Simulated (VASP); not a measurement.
# TaN (I4/mmm) in VASP: further runs

Runs on TaN. Level: PBEsol. Tasks: single point.

Program: VASP 6.6.1. These are calculated values, not measurements. Logs are shortened: lines on timing, memory, paths and dates and some standing lists are left out, and cuts for length are marked.

### Step 1. The cell of the first run

The structure is tetragonal, space group I4/mmm (No. 139). Conventional cell: a = 3.187 Å, b = 3.187 Å, c = 4.244 Å, α = 90.00°, β = 90.00°, γ = 90.00°. Within 2.8 Å of Ta (site symmetry 4/mmm) lie 6 N at 2.12 to 2.25 Å. N (site symmetry 4/mmm) has 6 Ta at 2.12 to 2.25 Å within 2.8 Å.

### Step 2. Single point, PBEsol (strain +0.030 along x and y, -0.030 along z)

Contents of INCAR:

```
ALGO = Normal ; EDIFF = 1E-7
ENCUT = 520 ; GGA = PS
ISIF = 2 ; ISMEAR = 0
LASPH = T ; LCHARG = F
LREAL = F ; LWAVE = F
NBANDS = 15 ; NELM = 80
PREC = Accurate ; SIGMA = 0.15
```

Contents of KPOINTS:

```
k-points
0
Gamma
  24 24 24
```

Contents of POSCAR:

```
TaN
1.0
    0.0000000000      2.2534800447      2.1222093625
    2.2534800447      0.0000000000      2.1222093625
    2.2534800447      2.2534800447      0.0000000000
Ta N
1 1
Direct
    0.5000000000      0.5000000000      0.5000000000
    0.0000000000      0.0000000000      0.0000000000
```

Potentials or basis: VASP PAW PBE potentials, release 64 (Ta_pv, N).

Started as:

```console
$ cat potpaw_PBE.64/Ta_pv/POTCAR potpaw_PBE.64/N/POTCAR > POTCAR
$ mpirun -np 1 vasp_std > vasp.out
```

OUTCAR:

```text
EDIFF = 1E-7
   ENCUT = 520
   GGA = PS
   ISIF = 2
   ISMEAR = 0
   LASPH = T
   LREAL = F
   NELM = 80
   PREC = Accurate

 ion  position               nearest neighbor table
   1  0.500  0.500  0.500-   2 2.12   2 2.12   2 2.25   2 2.25   2 2.25   2 2.25
   2  0.000  0.000  0.000-   1 2.12   1 2.12   1 2.25   1 2.25   1 2.25   1 2.25

  LATTYP: Found a body centered tetragonal cell.
 ALAT       =     3.1869020418
 C/A-ratio  =     1.3318321898

  Lattice vectors:

 A1 = (   0.0000000000,  -2.2534800447,  -2.1222093625)
 A2 = (   0.0000000000,   2.2534800447,  -2.1222093625)
 A3 = (   2.2534800447,   0.0000000000,   2.1222093625)

Analysis of symmetry for initial positions (statically):
=====================================================================
 Subroutine PRICEL returns:
 Original cell was already a primitive cell.

 Routine SETGRP: Setting up the symmetry group for a
 body centered tetragonal supercell.

 Subroutine GETGRP returns: Found 16 space group operations
 (whereof 16 operations were pure point group operations)
 out of a pool of 16 trial point group operations.

The static configuration has the point symmetry D_4h.

Analysis of symmetry for dynamics (positions and initial velocities):
=====================================================================
 Subroutine PRICEL returns:
 Original cell was already a primitive cell.

 Routine SETGRP: Setting up the symmetry group for a
 body centered tetragonal supercell.

 Subroutine GETGRP returns: Found 16 space group operations
 (whereof 16 operations were pure point group operations)
 out of a pool of 16 trial point group operations.

The dynamic configuration has the point symmetry D_4h.

 Subroutine INISYM returns: Found 16 space group operations
 (whereof 16 operations are pure point group operations),
 and found     1 'primitive' translations

----------------------------------------------------------------------------------------

                                     Primitive cell

  volume of cell :      21.5539

  direct lattice vectors                    reciprocal lattice vectors
     0.000000000  2.253480045  2.122209363    -0.221879045  0.221879045  0.235603522
     2.253480045  0.000000000  2.122209363     0.221879045 -0.221879045  0.235603522
     2.253480045  2.253480045  0.000000000     0.221879045  0.221879045 -0.235603522

  length of vectors
     3.095471675  3.095471675  3.186902042     0.392389654  0.392389654  0.392389654

  position of ions in fractional coordinates (direct lattice)
     0.500000000  0.500000000  0.500000000
     0.000000000  0.000000000  0.000000000

  ion indices of the primitive-cell ions
   primitive index   ion index
                 1           1
                 2           2

----------------------------------------------------------------------------------------

 KPOINTS: k-points

Automatic generation of k-mesh.
 Grid dimensions read from file:
 generate k-points for:   24   24   24

 Generating k-lattice:

  Cartesian coordinates                     Fractional coordinates (reciprocal lattice)
    -0.009244960  0.009244960  0.009816813     0.041666667 -0.000000000  0.000000000
     0.009244960 -0.009244960  0.009816813    -0.000000000  0.041666667  0.000000000
     0.009244960  0.009244960 -0.009816813     0.000000000  0.000000000  0.041666667

  Length of vectors
     0.016349569  0.016349569  0.016349569

  Shift w.r.t. Gamma in fractional coordinates (k-lattice)
     0.000000000  0.000000000  0.000000000

 Subroutine IBZKPT returns following result:
 ===========================================

 Found   1063 irreducible k-points:

 Following reciprocal coordinates:
            Coordinates               Weight
  0.000000  0.000000  0.000000      1.000000
  0.041667  0.000000  0.000000      8.000000
  0.083333  0.000000  0.000000      8.000000
  0.125000  0.000000  0.000000      8.000000
  0.166667  0.000000  0.000000      8.000000
  0.208333  0.000000  0.000000      8.000000
[... 16 lines left out ...]
  0.416667  0.041667  0.000000      8.000000
  0.458333  0.041667  0.000000      8.000000
 [... further k-points ...]
   k-points           NKPTS =   1063   k-points in BZ     NKDIM =   1063   number of bands    NBANDS=     15
   number of dos      NEDOS =    301   number of ions     NIONS =      2
   total plane-waves  NPLWV =  13824
   dimension x,y,z NGX =    24 NGY =   24 NGZ =   24
   dimension x,y,z NGXF=    48 NGYF=   48 NGZF=   48
   ions per type =               1   1
   NGX,Y,Z   is equivalent  to a cutoff of  12.89, 12.89, 12.52 a.u.
   NGXF,Y,Z  is equivalent  to a cutoff of  25.78, 25.78, 25.04 a.u.
 SYSTEM =  unknown system
   PREC   = accura    normal or accurate (medium, high low for compatibility)
   ISTART =      0    job   : 0-new  1-cont  2-samecut
   ICHARG =      2    charge: 1-file 2-atom 10-const
   ISPIN  =      1    spin polarized calculation?
   LNONCOLLINEAR =      F non collinear calculations
   LSORBIT =      F    spin-orbit coupling
   LASPH  =      T    aspherical Exc in radial PAW
   ENCUT  =  520.0 eV  38.22 Ry    6.18 a.u.   5.76  5.76  5.93*2*pi/ulx,y,z
   NELM   =     80;   NELMIN=  2; NELMDL= -5     # of ELM steps
   EDIFF  = 0.1E-06   stopping-criterion for ELM
   LREAL  =      F    real-space projection
   EDIFFG = 0.1E-05   stopping-criterion for IOM
   NSW    =      0    number of steps for IOM
   IBRION =     -1    ionic relax: 0-MD 1-quasi-New 2-CG
   NFREE  =      0    steps in history (QN), initial steepest desc. (CG)
   ISIF   =      2    stress and relaxation
   ISYM   =      2    0-nonsym 1-usesym 2-fastsym
   POTIM  = 0.5000    time-step for ionic-motion
   TEBEG  =    0.0;   TEEND  =   0.0 temperature during run
   PSTRESS=    0.0 pullay stress
   NELECT =      16.0000    total number of electrons
   NUPDOWN=      -1.0000    fix difference up-down
   EMIN   =  10.00;   EMAX   =-10.00  energy-range for DOS
   EFERMI =   0.00;   METHOD = LEGACY
   ISMEAR =     0;   SIGMA  =   0.15  broadening in eV -4-tet -1-fermi 0-gaus
   EFERMI_NEDOS =   21; number of points for ismear=-14 and -15
   IALGO  =     38    algorithm
   IMIX   =      4    mixing-type and parameters
     AMIX     =   0.40;   BMIX     =  1.00
     AMIX_MAG =   1.60;   BMIX_MAG =  1.00
  volume/ion in A,a.u.               =      10.78        72.73
  Fermi-wavevector in a.u.,A,eV,Ry     =   1.482312  2.801163 29.895383  2.197249
  Thomas-Fermi vector in A             =   2.596114
   LORBIT       =      0    0 simple, 1 ext, 2 COOP (PROOUT), +10 PAW based schemes
   GGA     = PS    functional components
   LHFCALC =     F    Hartree Fock is set to
   AEXX    =    0.0000 exact exchange contribution
   IVDW    =     0    specifies the selected vdW correction
   LEPSILON=     F    determine dielectric tensor
   LRPA    =     F    only Hartree local field effects (RPA)
 non-spin polarized calculation
 Gauss-broadening in eV      SIGMA  =   0.15
  energy-cutoff  :      520.00
  volume of cell :       21.55
 maximum number of plane-waves:       594
   NGX = 11   NGY = 11   NGZ = 11

 number of electron      16.0000004 magnetization

 Free energy of the ion-electron system (eV)
  ---------------------------------------------------
  ext. energy  EPLUGINS =         0.00000000
  ---------------------------------------------------
  free energy    TOTEN  =       -23.10593317 eV

  energy without entropy =      -23.09615864  energy(sigma->0) =      -23.10104590

 E-fermi :   9.2146     XC(G=0): -13.5081

 val. band max:        9.2127342547   @ k =  -0.2917   0.1667   0.4167
 cond. band min:       9.2148166984   @ k =   0.2500   0.1250   0.0833
 fundamental gap:      0.0020824437
 Fermi energy:         9.2145565731

 k-point     1 :       0.0000    0.0000    0.0000
  band No.  band energies     occupation
      1     -26.4973      2.00000
      2     -26.4973      2.00000
      3     -26.4778      2.00000
      4      -9.4912      2.00000
      5       5.3709      2.00000
      6       5.3709      2.00000
      7       5.6554      2.00000
      8       6.9241      2.00000
      9       6.9241      2.00000
     10       7.6254      2.00000
     11       8.8342      1.99966
     12       8.9069      1.99628
     13      11.4903      0.00000
     14      18.6356      0.00000
     15      21.5850      0.00000

 k-point     2 :       0.0417    0.0000    0.0000
  band No.  band energies     occupation
      1     -26.5088      2.00000
      2     -26.4993      2.00000
      3     -26.4822      2.00000
      4      -9.4489      2.00000
      5       5.1386      2.00000
      6       5.1976      2.00000
      7       5.4692      2.00000
      8       7.0175      2.00000
      9       7.0506      2.00000
     10       7.6816      2.00000
     11       9.0083      1.94820
     12       9.0946      1.74192
     13      11.6300      0.00000
     14      18.7664      0.00000
     15      21.5849      0.00000

 k-point     3 :       0.0833    0.0000    0.0000
  band No.  band energies     occupation
      1     -26.5506      2.00000
      2     -26.5053      2.00000
      3     -26.4870      2.00000
      4      -9.3241      2.00000
      5       4.5771      2.00000
      6       4.7925      2.00000
      7       5.0494      2.00000
      8       7.2364      2.00000
      9       7.2975      2.00000
     10       7.8087      2.00000
     11       9.4751      0.01404
     12       9.5909      0.00039
     13      12.0186      0.00000
     14      19.1450      0.00000
     15      21.5846      0.00000

 k-point     4 :       0.1250    0.0000    0.0000
  band No.  band energies     occupation
      1     -26.6196      2.00000
      2     -26.5147      2.00000
      3     -26.4911      2.00000
      4      -9.1228      2.00000
      5       3.8736      2.00000
      6       4.3051      2.00000
      7       4.5390      2.00000
      8       7.5301      2.00000
      9       7.5687      2.00000
     10       7.9749      2.00000
     11      10.1285      0.00000
     12      10.2678      0.00000
     13      12.5860      0.00000
     14      19.7291      0.00000
     15      21.5842      0.00000
[... 307 lines left out ...]
 k-point    22 :       0.3750    0.0417    0.0000
  band No.  band energies     occupation
      1     -27.1807      2.00000
      2     -26.6049      2.00000
      3     -26.5219      2.00000
      4      -7.1038      2.00000
      5      -0.1147      2.00000
      6       2.0114      2.00000
      7       2.1544      2.00000
      8       9.1750      1.29071
      9      10.4010      0.00000
     10      10.6295      0.00000
     11      13.6299      0.00000
     12      14.2199      0.00000
     13      16.6243      0.00000
     14      21.0121      0.00000
     15      21.6368      0.00000

 k-point    23 :       0.4167    0.0417    0.0000
  band No.  band energies     occupation
      1     -27.2466      2.00000
      2     -26.6131      2.00000
      3     -26.5279      2.00000
      4      -6.7997      2.00000
      5      -0.5656      2.00000
      6       1.8377      2.00000
      7       1.9439      2.00000
      8       9.6517      0.00004
      9      10.8876      0.00000
     10      11.0617      0.00000
     11      13.6176      0.00000
     12      14.8915      0.00000
     13      16.8449      0.00000
     14      20.9331      0.00000
     15      21.6389      0.00000

 k-point    24 :       0.4583    0.0417    0.0000
  band No.  band energies     occupation
      1     -27.2902      2.00000
      2     -26.6175      2.00000
      3     -26.5331      2.00000
      4      -6.5844      2.00000
      5      -0.8752      2.00000
      6       1.7414      2.00000
      7       1.8002      2.00000
      8      10.1251      0.00000
      9      11.2612      0.00000
     10      11.3367      0.00000
     11      13.3657      0.00000
     12      15.4502      0.00000
     13      17.0209      0.00000
     14      20.9281      0.00000
     15      21.2743      0.00000

 [... further k-points ...]

------------------------ aborting loop because EDIFF is reached ----------------------------------------

  FORCE on cell =-STRESS in cart. coord.  units (eV):
  Direction    XX          YY          ZZ          XY          YZ          ZX
  --------------------------------------------------------------------------------------
  -------------------------------------------------------------------------------------
  Total       -2.3888164     -2.3888164      2.4860250      0.0000000     -0.0000000      0.0000000
  in kB     -177.5692260   -177.5692260    184.7950862      0.0000000     -0.0000000      0.0000000
  external PRESSURE =     -56.7811219 kB  Pullay stress =       0.0000000 kB

 VOLUME and BASIS-vectors are now :
 -----------------------------------------------------------------------------
  energy-cutoff  :      520.00
  volume of cell :       21.55
      direct lattice vectors                 reciprocal lattice vectors
     0.000000000  2.253480045  2.122209363    -0.221879045  0.221879045  0.235603522
     2.253480045  0.000000000  2.122209363     0.221879045 -0.221879045  0.235603522
     2.253480045  2.253480045  0.000000000     0.221879045  0.221879045 -0.235603522

 POSITION                                       TOTAL-FORCE (eV/Angst)
 -----------------------------------------------------------------------------------
      2.25348      2.25348      2.12221         0.000000      0.000000      0.000000
      0.00000      0.00000      0.00000        -0.000000      0.000000     -0.000000
 -----------------------------------------------------------------------------------
    total drift:                                0.000000     -0.000000      0.000000

  FREE ENERGIE OF THE ION-ELECTRON SYSTEM (eV)
  ---------------------------------------------------
  free  energy   TOTEN  =       -23.1059331654 eV

  energy  without entropy=      -23.0961586370  energy(sigma->0) =      -23.10104590
```

It took 98 s on 1 thread of Intel Xeon 6975P-C (Granite Rapids), shared host; peak memory 0.43 GiB.

What came out:

* Free energy: -23.1059 eV
* Pressure: -5.7 GPa
* Band gap on the k mesh: zero (bands 8 and 9 overlap by 3.95 eV)

Stress tensor (GPa, compression positive):
```
-17.76   0.00   0.00
  0.00 -17.76   0.00
  0.00   0.00  18.48
```

Caveat: the cell differs from its parent crystal (strain +0.030 along x and y, -0.030 along z); the stress differs along the axes, from -18 to 18 GPa; the PAW data sets were made with another functional, which shifts forces and pressure a little; spin-orbit coupling is left out, which moves the levels of the heavy elements.

### Step 3. Single point, PBEsol (strain +0.030 along x and y, -0.015 along z)

Contents of INCAR:

```
SYSTEM = TaN
PREC = Accurate
ENCUT = 520
EDIFF = 1E-6
ISMEAR = 0
SIGMA = 0.15
LREAL = .False.
LASPH = .True.
NELM = 80
ALGO = Normal
ISIF = 2
LWAVE = .False.
LCHARG = .False.
GGA = PS
NBANDS = 15
```

Contents of KPOINTS:

```
regular mesh
0
Gamma
  24 24 24
  0 0 0
```

Contents of POSCAR:

```
TaN
1.0
    0.0000000000      2.2534800447      2.1550270330
    2.2534800447      0.0000000000      2.1550270330
    2.2534800447      2.2534800447      0.0000000000
Ta N
1 1
Direct
    0.5000000000      0.5000000000      0.5000000000
    0.0000000000      0.0000000000      0.0000000000
```

Potentials or basis: VASP PAW PBE potentials, release 64 (Ta_pv, N).

Started as:

```console
$ cat potpaw_PBE.64/Ta_pv/POTCAR potpaw_PBE.64/N/POTCAR > POTCAR
$ mpirun -np 1 vasp_std > vasp.out
```

It took 91 s on 1 thread of Intel Xeon 6975P-C (Granite Rapids), shared host; peak memory 0.44 GiB.

It converged, with:

```yaml
Free_energy: -23.1299 eV
Pressure: -11.9 GPa
Band_gap_on_the_k_mesh: zero (bands 8 and 9 overlap by 3.82 eV)
```

Stress tensor (GPa, compression positive):
```
-20.08   0.00   0.00
  0.00 -20.08   0.00
  0.00   0.00   4.61
```

Levels at points of the mesh, in eV from the Fermi level:
```csv
k point,band 4,band 5,band 6,band 7,band 8,band 9,band 10,band 11,band 12,band 13
"(0.00, 0.00, 0.00)",-18.57,-3.77,-3.77,-3.58,-2.20,-2.20,-1.68,-0.27,-0.15,1.83
"(0.50, 0.00, 0.00)",-15.65,-10.16,-7.40,-7.39,1.62,2.02,2.03,3.69,6.73,7.64
"(0.50, 0.50, 0.00)",-17.28,-6.25,-5.35,-4.69,-4.69,2.05,3.41,3.41,4.32,6.70
"(0.50, 0.00, 0.50)",-17.33,-6.71,-5.25,-4.54,-4.38,1.85,3.13,3.65,4.37,6.40
```

Caveat: the cell differs from its parent crystal (strain +0.030 along x and y, -0.015 along z); the stress differs along the axes, from -20 to 5 GPa; the PAW data sets were made with another functional, which shifts forces and pressure a little; spin-orbit coupling is left out, which moves the levels of the heavy elements.
